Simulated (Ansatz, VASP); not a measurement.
## Two plane-wave programs on PtS2

```
Pt S
1.0
     3.56131    0.00000    0.00000
    -1.78066    3.08419    0.00000
     0.00000    0.00000    4.58080
Pt S
1 2
Direct
  0.00000 0.00000 0.00000
  0.33333 0.66667 0.25940
  0.66667 0.33333 0.74060
```

Alike in both runs: functional LDA; k mesh 6 × 6 × 4; occupations gaussian, width 0.1 eV; no spin polarisation.

Ansatz relaxed the structure, and its values are those at the end. VASP's run is a single point on that final structure, the one shown.

|  | VASP | Ansatz |
| --- | --- | --- |
| version | VASP 6.6.1 | Ansatz 0.2.0 |
| potentials or method | VASP PAW LDA potentials, release 64 (Pt, S), cutoff 520 eV | scalar-relativistic, plane waves, PAW |
| valence electrons in the cell | 22 | 30 |

|  | VASP | Ansatz | Ansatz less VASP |
| --- | --- | --- | --- |
| gap on the k mesh at the Fermi level (eV) | none | none | - |
| pressure (GPa) | -0.2 | -0.2 | 0.00 |
| rms of the force components (eV/Å) | 0.006 | 0.005 | -0.0013 |

LDA's correlation is that of Perdew and Zunger in VASP and of Perdew and Wang (1992) in Ansatz. A gap of «none» marks a metal or a gap that the smearing closes. VASP's potentials hold 22 valence electrons a cell and Ansatz's 30, so a difference there can come from the potentials and not from the codes.

Neither program's run includes spin-orbit coupling.
